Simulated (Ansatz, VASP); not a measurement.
**Si8Ni4B in VASP and in Ansatz**

File INCAR:

```
SYSTEM = Si8Ni4B
  ALGO = Normal
  EDIFF = 1E-6
  ENCUT = 520
  GGA = PE
  GGA_COMPAT = .False.
  ISIF = 2
  ISMEAR = 1
  LASPH = .True.
  LCHARG = .False.
  LREAL = .False.
  LWAVE = .False.
  NBANDS = 50
  NELM = 120
  PREC = Accurate
  SIGMA = 0.1
```

Contents of KPOINTS:

```
k-points
0
Gamma
  6 6 6
  0 0 0
```

File POSCAR:

```
Si8Ni4B
1.0
    5.4428764300      0.0000000000      0.0000000000
    0.0000000000      5.4428764300      0.0000000000
    0.0000000000      0.0000000000      5.4428764300
Si Ni B
8 4 1
Direct
    0.1988043400      0.2926042100      0.2929123500
    0.2531304000      0.7490010700      0.7494338100
    0.7418549900      0.2376866900      0.7498559100
    0.7421874800      0.7490828300      0.2384476400
    0.2454984100      0.2458451800      0.7384622000
    0.2453020500      0.7380477400      0.2464382400
    0.7532195300      0.2457793600      0.2461770800
    0.7237314400      0.7675769600      0.7679887700
    0.0147928700     -0.0024215400     -0.0019558300
   -0.0314495300      0.5220939100      0.5229921600
    0.4936718300     -0.0024432200      0.4770018700
    0.4936483800      0.4769129500     -0.0019559600
    0.4036476200      0.0879575800      0.0881614500
```

Input for Ansatz:

```yaml
crystal:
  lattice:
    - [5.44287643, 0.0, 0.0]
    - [0.0, 5.44287643, 0.0]
    - [0.0, 0.0, 5.44287643]
  atoms:
    - { symbol: Si, position: [0.19880434, 0.29260421, 0.29291235] }
    - { symbol: Si, position: [0.2531304, 0.74900107, 0.74943381] }
    - { symbol: Si, position: [0.74185499, 0.23768669, 0.74985591] }
    - { symbol: Si, position: [0.74218748, 0.74908283, 0.23844764] }
    - { symbol: Si, position: [0.24549841, 0.24584518, 0.7384622] }
    - { symbol: Si, position: [0.24530205, 0.73804774, 0.24643824] }
    - { symbol: Si, position: [0.75321953, 0.24577936, 0.24617708] }
    - { symbol: Si, position: [0.72373144, 0.76757696, 0.76798877] }
    - { symbol: Ni, position: [0.01479287, -0.00242154, -0.00195583] }
    - { symbol: Ni, position: [-0.03144953, 0.52209391, 0.52299216] }
    - { symbol: Ni, position: [0.49367183, -0.00244322, 0.47700187] }
    - { symbol: Ni, position: [0.49364838, 0.47691295, -0.00195596] }
    - { symbol: B, position: [0.40364762, 0.08795758, 0.08816145] }
basis:
  ecutwfc: 420
  xc_grid: 2
hamiltonian:
  xc: pbe
  pseudopotentials: { kind: paw, azcp: { folder: soft_1 } }
kpoints:
  mp_grid: { grid: [6, 6, 6] }
scf:
  occupations: { method: methfessel_paxton, width: 0.1 }
  max_iter: 140
output:
  forces: true
  eigenvalues: true
checkpoint:
  write: "../q0.end.mesh.run"
  compress: false
  write_wavefunctions: false
  write_every: 100000
```

Alike in both runs: task single point; functional PBE; k mesh 6 × 6 × 6; occupations methfessel-paxton of order 1, width 0.1 eV; no spin polarisation.

|  | VASP | Ansatz |
| --- | --- | --- |
| version | VASP 6.6.1 | Ansatz 0.2.0 |
| potentials or method | VASP PAW PBE potentials, release 64 (Si, Ni, B), cutoff 520 eV | plane-wave PAW DFT |
| valence electrons in the cell | 75 | 107 |

```tsv
	VASP	Ansatz	Ansatz less VASP
rms of the force components (eV/Å)	0.049	0.048	-0.0013
```

Atom by atom the forces differ by 0.009 eV/Å (rms over components). With one functional, cell and mesh, what is left measures potentials, basis and numerics. VASP's potentials hold 75 valence electrons a cell and Ansatz's 107, so a difference there can come from the potentials and not from the codes.
